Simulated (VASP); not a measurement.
# Zn (P6_3/mmc) in VASP: a series of runs

Aim: see how the results for Zn move with the level of theory and the settings. Levels: revPBE, BLYP, r2SCAN, PBEsol. Tasks: single point.

Program: VASP 6.6.1. These are calculated values, not measurements. Logs are shortened: lines on timing, memory, paths and dates and some standing lists are left out, and cuts for length are marked.

### Step 1. The cell of the first run

The structure is hexagonal, space group P6_3/mmc (No. 194). The conventional cell has a = 2.670 Å, b = 2.670 Å, c = 4.966 Å, α = 90.00°, β = 90.00°, γ = 120.00°. Within 3.5 Å of Zn (site symmetry -6m2) lie 12 Zn at 2.67 to 2.92 Å.

### Step 2. Single point, revPBE

Input file INCAR:

```
SYSTEM = Zn
PREC     = Accurate       ! precision mode
ENCUT    = 520            ! plane-wave cutoff, eV
EDIFF    = 1E-6           ! SCF threshold, eV
ISMEAR   = -1             ! smearing method
SIGMA    = 0.05           ! smearing width, eV
LREAL    = .False.        ! projectors in reciprocal space
LASPH    = .True.         ! aspherical terms in the spheres
NELM     = 60             ! most SCF steps
ALGO     = Normal         ! electronic algorithm
ISIF     = 2              ! what is computed and relaxed
LWAVE    = .False.        ! write WAVECAR
LCHARG   = .False.        ! write CHGCAR
GGA      = RE             ! functional
NBANDS   = 19             ! bands
```

Input file KPOINTS:

```
Automatic mesh
0
Gamma
  7 7 3
  0 0 0
```

Input file POSCAR:

```
Zn
1.0
    2.6700000000      0.0000000000      0.0000000000
   -1.3350000000      2.3122878281      0.0000000000
    0.0000000000      0.0000000000      4.9660000000
Zn
2
Direct
    0.6666666667      0.3333333333      0.7500000000
    0.3333333333      0.6666666667      0.2500000000
```

Potentials or basis: VASP PAW PBE potentials, release 64 (Zn).

The run is started by

```bash
$ cat potpaw_PBE.64/Zn/POTCAR > POTCAR
$ mpirun -np 1 vasp_std > vasp.out
```

OUTCAR:

```text
SYSTEM = Zn
   PREC = Accurate
   ENCUT = 520
   EDIFF = 1E-6
   ISMEAR = -1
   LREAL = .False.
   LASPH = .True.
   NELM = 60
   ISIF = 2
   GGA = RE

 ion  position               nearest neighbor table
   1  0.667  0.333  0.750-   2 2.92   2 2.92   2 2.92   2 2.92   2 2.92   2 2.92
   2  0.333  0.667  0.250-   1 2.92   1 2.92   1 2.92   1 2.92   1 2.92   1 2.92

  LATTYP: Found a hexagonal cell.
 ALAT       =     2.6700000000
 C/A-ratio  =     1.8599250936

  Lattice vectors:

 A1 = (   2.6700000000,   0.0000000000,   0.0000000000)
 A2 = (  -1.3350000000,   2.3122878281,   0.0000000000)
 A3 = (   0.0000000000,   0.0000000000,   4.9660000000)

Analysis of symmetry for initial positions (statically):
=====================================================================
 Subroutine PRICEL returns:
 Original cell was already a primitive cell.

 Routine SETGRP: Setting up the symmetry group for a
 hexagonal supercell.

 Subroutine GETGRP returns: Found 24 space group operations
 (whereof 12 operations were pure point group operations)
 out of a pool of 24 trial point group operations.

The static configuration has the point symmetry D_3d.
 The point group associated with its full space group is D_6h.

Analysis of symmetry for dynamics (positions and initial velocities):
=====================================================================
 Subroutine PRICEL returns:
 Original cell was already a primitive cell.

 Routine SETGRP: Setting up the symmetry group for a
 hexagonal supercell.

 Subroutine GETGRP returns: Found 24 space group operations
 (whereof 12 operations were pure point group operations)
 out of a pool of 24 trial point group operations.

The dynamic configuration has the point symmetry D_3d.
 The point group associated with its full space group is D_6h.

 Subroutine INISYM returns: Found 24 space group operations
 (whereof 12 operations are pure point group operations),
 and found     1 'primitive' translations

----------------------------------------------------------------------------------------

                                     Primitive cell

  volume of cell :      30.6591

  direct lattice vectors                    reciprocal lattice vectors
     2.670000000  0.000000000  0.000000000     0.374531835  0.216236056  0.000000000
    -1.335000000  2.312287828  0.000000000     0.000000000  0.432472112  0.000000000
     0.000000000  0.000000000  4.966000000     0.000000000  0.000000000  0.201369311

  length of vectors
     2.670000000  2.670000000  4.966000000     0.432472112  0.432472112  0.201369311

  position of ions in fractional coordinates (direct lattice)
     0.666666667  0.333333333  0.750000000
     0.333333333  0.666666667  0.250000000

  ion indices of the primitive-cell ions
   primitive index   ion index
                 1           1
                 2           2

----------------------------------------------------------------------------------------

 KPOINTS: Automatic mesh

Automatic generation of k-mesh.
 Grid dimensions read from file:
 generate k-points for:    7    7    3

 Generating k-lattice:

  Cartesian coordinates                     Fractional coordinates (reciprocal lattice)
     0.053504548  0.030890865  0.000000000     0.142857143  0.000000000  0.000000000
     0.000000000  0.061781730  0.000000000     0.000000000  0.142857143  0.000000000
     0.000000000  0.000000000  0.067123104     0.000000000  0.000000000  0.333333333

  Length of vectors
     0.061781730  0.061781730  0.067123104

  Shift w.r.t. Gamma in fractional coordinates (k-lattice)
     0.000000000  0.000000000  0.000000000

 Subroutine IBZKPT returns following result:
 ===========================================

 Found     16 irreducible k-points:

 Following reciprocal coordinates:
            Coordinates               Weight
  0.000000  0.000000  0.000000      1.000000
  0.142857  0.000000  0.000000      6.000000
  0.285714  0.000000  0.000000      6.000000
  0.428571 -0.000000  0.000000      6.000000
  0.142857  0.142857  0.000000      6.000000
  0.285714  0.142857  0.000000     12.000000
[... 8 lines left out ...]
  0.428571  0.142857  0.333333     12.000000
  0.285714  0.285714  0.333333     12.000000
   k-points           NKPTS =     16   k-points in BZ     NKDIM =     16   number of bands    NBANDS=     19
   number of dos      NEDOS =    301   number of ions     NIONS =      2
   total plane-waves  NPLWV =  16000
   dimension x,y,z NGX =    20 NGY =   20 NGZ =   40
   dimension x,y,z NGXF=    40 NGYF=   40 NGZF=   80
   ions per type =               2
   NGX,Y,Z   is equivalent  to a cutoff of  12.45, 12.45, 13.39 a.u.
   NGXF,Y,Z  is equivalent  to a cutoff of  24.91, 24.91, 26.78 a.u.
 SYSTEM =  Zn
   PREC   = accura    normal or accurate (medium, high low for compatibility)
   ISTART =      0    job   : 0-new  1-cont  2-samecut
   ICHARG =      2    charge: 1-file 2-atom 10-const
   ISPIN  =      1    spin polarized calculation?
   LNONCOLLINEAR =      F non collinear calculations
   LSORBIT =      F    spin-orbit coupling
   LASPH  =      T    aspherical Exc in radial PAW
   ENCUT  =  520.0 eV  38.22 Ry    6.18 a.u.   4.96  4.96  9.23*2*pi/ulx,y,z
   NELM   =     60;   NELMIN=  2; NELMDL= -5     # of ELM steps
   EDIFF  = 0.1E-05   stopping-criterion for ELM
   LREAL  =      F    real-space projection
[... 7 lines left out ...]
   TEBEG  =    0.0;   TEEND  =   0.0 temperature during run
   PSTRESS=    0.0 pullay stress
   NELECT =      24.0000    total number of electrons
   NUPDOWN=      -1.0000    fix difference up-down
   EMIN   =  10.00;   EMAX   =-10.00  energy-range for DOS
   EFERMI =   0.00;   METHOD = LEGACY
   ISMEAR =    -1;   SIGMA  =   0.05  broadening in eV -4-tet -1-fermi 0-gaus
   EFERMI_NEDOS =   21; number of points for ismear=-14 and -15
   IALGO  =     38    algorithm
   IMIX   =      4    mixing-type and parameters
     AMIX     =   0.40;   BMIX     =  1.00
     AMIX_MAG =   1.60;   BMIX_MAG =  1.00
  volume/ion in A,a.u.               =      15.33       103.45
  Fermi-wavevector in a.u.,A,eV,Ry     =   1.508778  2.851177 30.972445  2.276410
  Thomas-Fermi vector in A             =   2.619187
   LORBIT       =      0    0 simple, 1 ext, 2 COOP (PROOUT), +10 PAW based schemes
   GGA     = RE    functional components
   LHFCALC =     F    Hartree Fock is set to
   AEXX    =    0.0000 exact exchange contribution
   IVDW    =     0    specifies the selected vdW correction
   LEPSILON=     F    determine dielectric tensor
   LRPA    =     F    only Hartree local field effects (RPA)
 non-spin polarized calculation
  energy-cutoff  :      520.00
  volume of cell :       30.66
 maximum number of plane-waves:       839
 NGX is ok and might be reduce to    20
   NGX =  9   NGY =  9   NGZ = 19

 number of electron      24.0000011 magnetization

 Free energy of the ion-electron system (eV)
  ---------------------------------------------------
  ext. energy  EPLUGINS =         0.00000000
  ---------------------------------------------------
  free energy    TOTEN  =        -1.67021987 eV

  energy without entropy =       -1.65909206  energy(sigma->0) =       -1.66465597

 E-fermi :   3.2225     XC(G=0): -11.4112

 val. band max:        3.2178650134   @ k =   0.2857   0.1429   0.0000
 cond. band min:       3.2440163240   @ k =   0.2857   0.2857   0.3333
 fundamental gap:      0.0261513105
 Fermi energy:         3.2224510978

 k-point     1 :       0.0000    0.0000    0.0000
  band No.  band energies     occupation
      1      -7.1706      2.00000
      2      -5.4028      2.00000
      3      -4.7179      2.00000
      4      -4.4949      2.00000
      5      -4.4948      2.00000
      6      -4.4462      2.00000
[... 11 lines left out ...]
     18      22.1931      0.00000
     19      22.2040      0.00000

 k-point     2 :       0.1429    0.0000    0.0000
  band No.  band energies     occupation
      1      -6.5783      2.00000
      2      -5.1756      2.00000
      3      -4.6770      2.00000
      4      -4.5384      2.00000
      5      -4.4747      2.00000
      6      -4.3606      2.00000
[... 11 lines left out ...]
     18      19.8930      0.00000
     19      21.3303      0.00000

 k-point     3 :       0.2857    0.0000    0.0000
  band No.  band energies     occupation
      1      -5.2972      2.00000
      2      -5.0290      2.00000
      3      -4.7037      2.00000
      4      -4.5479      2.00000
      5      -4.4180      2.00000
      6      -4.3403      2.00000
[... 11 lines left out ...]
     18      18.2095      0.00000
     19      19.6663      0.00000

 k-point     4 :       0.4286   -0.0000    0.0000
  band No.  band energies     occupation
      1      -5.1989      2.00000
      2      -5.1162      2.00000
      3      -4.9439      2.00000
      4      -4.4825      2.00000
      5      -4.3626      2.00000
      6      -4.3366      2.00000
[... 11 lines left out ...]
     18      17.4688      0.00000
     19      18.7624      0.00000

 k-point     5 :       0.1429    0.1429    0.0000
  band No.  band energies     occupation
      1      -5.5237      2.00000
      2      -4.8929      2.00000
      3      -4.7308      2.00000
      4      -4.5708      2.00000
      5      -4.5690      2.00000
      6      -4.4602      2.00000
[... 11 lines left out ...]
     18      17.4112      0.00000
     19      18.8747      0.00000
[... 158 lines left out ...]
      2      -4.8229      2.00000
      3      -4.7229      2.00000
      4      -4.6798      2.00000
      5      -4.6322      2.00000
      6      -4.5439      2.00000
[... 11 lines left out ...]
     18      14.7507      0.00000
     19      22.7267      0.00000

 k-point    14 :       0.2857    0.1429    0.3333
  band No.  band energies     occupation
      1      -4.9935      2.00000
      2      -4.9234      2.00000
      3      -4.7814      2.00000
      4      -4.7389      2.00000
      5      -4.3918      2.00000
      6      -4.2530      2.00000
[... 11 lines left out ...]
     18      14.3193      0.00000
     19      17.9076      0.00000

 k-point    15 :       0.4286    0.1429    0.3333
  band No.  band energies     occupation
      1      -5.0664      2.00000
      2      -5.0216      2.00000
      3      -4.8099      2.00000
      4      -4.7752      2.00000
      5      -4.3925      2.00000
      6      -4.1321      2.00000
[... 11 lines left out ...]
     18      12.8452      0.00000
     19      18.4039      0.00000

 k-point    16 :       0.2857    0.2857    0.3333
  band No.  band energies     occupation
      1      -4.8434      2.00000
      2      -4.7575      2.00000
      3      -4.6990      2.00000
      4      -4.5826      2.00000
      5      -4.5621      2.00000
      6      -4.3673      2.00000
[... 11 lines left out ...]
     18      14.7525      0.00000
     19      16.1842      0.00000

------------------------ aborting loop because EDIFF is reached ----------------------------------------

  FORCE on cell =-STRESS in cart. coord.  units (eV):
  Direction    XX          YY          ZZ          XY          YZ          ZX
  --------------------------------------------------------------------------------------
  -------------------------------------------------------------------------------------
  Total        0.2688342      0.2688342      0.3836243     -0.0000000      0.0000000      0.0000000
  in kB       14.0486727     14.0486727     20.0473412     -0.0000000      0.0000000      0.0000000
  external PRESSURE =      16.0482289 kB  Pullay stress =       0.0000000 kB

 VOLUME and BASIS-vectors are now :
 -----------------------------------------------------------------------------
  energy-cutoff  :      520.00
  volume of cell :       30.66
      direct lattice vectors                 reciprocal lattice vectors
     2.670000000  0.000000000  0.000000000     0.374531835  0.216236056  0.000000000
    -1.335000000  2.312287828  0.000000000     0.000000000  0.432472112  0.000000000
     0.000000000  0.000000000  4.966000000     0.000000000  0.000000000  0.201369311

 POSITION                                       TOTAL-FORCE (eV/Angst)
 -----------------------------------------------------------------------------------
      1.33500      0.77076      3.72450         0.000000      0.000000      0.000000
     -0.00000      1.54153      1.24150        -0.000000     -0.000000      0.000000
 -----------------------------------------------------------------------------------
    total drift:                               -0.000000      0.000000      0.000000

  FREE ENERGIE OF THE ION-ELECTRON SYSTEM (eV)
  ---------------------------------------------------
  free  energy   TOTEN  =        -1.6702198713 eV

  energy  without entropy=       -1.6590920601  energy(sigma->0) =       -1.66465597
```

It took 19 s on 1 thread of Intel Xeon 8259CL, shared host; peak memory 0.14 GiB.

What came out:

```
Free energy            : -1.6702 eV
Pressure               : 1.6 GPa
Band gap on the k mesh : zero (bands 12 and 13 overlap by 4.46 eV)
```

Levels at points of the mesh, in eV from the Fermi level:
| k point | band 8 | band 9 | band 10 | band 11 | band 12 | band 13 | band 14 | band 15 | band 16 | band 17 |
| --- | --- | --- | --- | --- | --- | --- | --- | --- | --- | --- |
| (0.00, 0.00, 0.00) | -7.34 | -7.34 | -7.14 | -7.14 | -3.67 | -3.10 | 13.46 | 17.04 | 17.35 | 17.35 |

Caveat: the k points lie up to 0.42 Å⁻¹ apart, too coarse for converged energies and pressures of a metal; the PAW data sets were made with another functional, which shifts forces and pressure a little.

[end of part 1 of 2]
